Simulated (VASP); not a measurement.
Wanted: the native input for a VASP 6.6.1 run.

* Task: single point
* Functional: PBE
* Potentials or basis: VASP PAW PBE potentials, release 64 (Zn, Sn_d)
* Cutoff: 520 eV
* k mesh: 16 × 16 × 16
* Occupations: gaussian, width 0.1 eV
* Spin: no spin polarisation
* Dipole correction: no
* Further INCAR settings: ALGO = Normal; EDIFF = 1e-06; NBANDS = 20

The structure of ZnSn lies in POSCAR:

```
ZnSn
1.0
    3.5393772297      0.0000000000      0.0000000000
    0.0000000000      3.5393772297      0.0000000000
    0.0000000000      0.0000000000      3.5393772297
Zn Sn
1 1
Direct
    0.0000000000      0.0000000000      0.0000000000
    0.5000000000      0.5000000000      0.5000000000
```

One way to write it, as run:

INCAR

```
SYSTEM = ZnSn
  ALGO = Normal
  EDIFF = 1E-6
  ENCUT = 520
  GGA = PE
  ISIF = 2
  ISMEAR = 0
  LASPH = .True.
  LCHARG = .False.
  LREAL = .False.
  LWAVE = .False.
  NBANDS = 20
  NELM = 100
  PREC = Accurate
  SIGMA = 0.1
```

KPOINTS

```
k-points
0
Gamma
  16 16 16
  0 0 0
```

Potentials or basis: VASP PAW PBE potentials, release 64 (Zn, Sn_d).

Command:

```bash
$ cat potpaw_PBE.64/Zn/POTCAR potpaw_PBE.64/Sn_d/POTCAR > POTCAR
$ mpirun -np 1 vasp_std > vasp.out
```

It gave:

```yaml
Pressure: 0.0 GPa
Band_gap_on_the_k_mesh: zero (band 13 reaches 9.88 eV, above the bottom of band 14 at 3.27 eV)
```

Caveat: spin-orbit coupling is left out, which moves the levels of the heavy elements.

Run time: 65 s on 1 thread of Intel(R) Xeon(R) Platinum 8124M CPU @ 3.00GHz (Skylake/Cascade Lake) (shared host), peak memory 0.27 GiB.
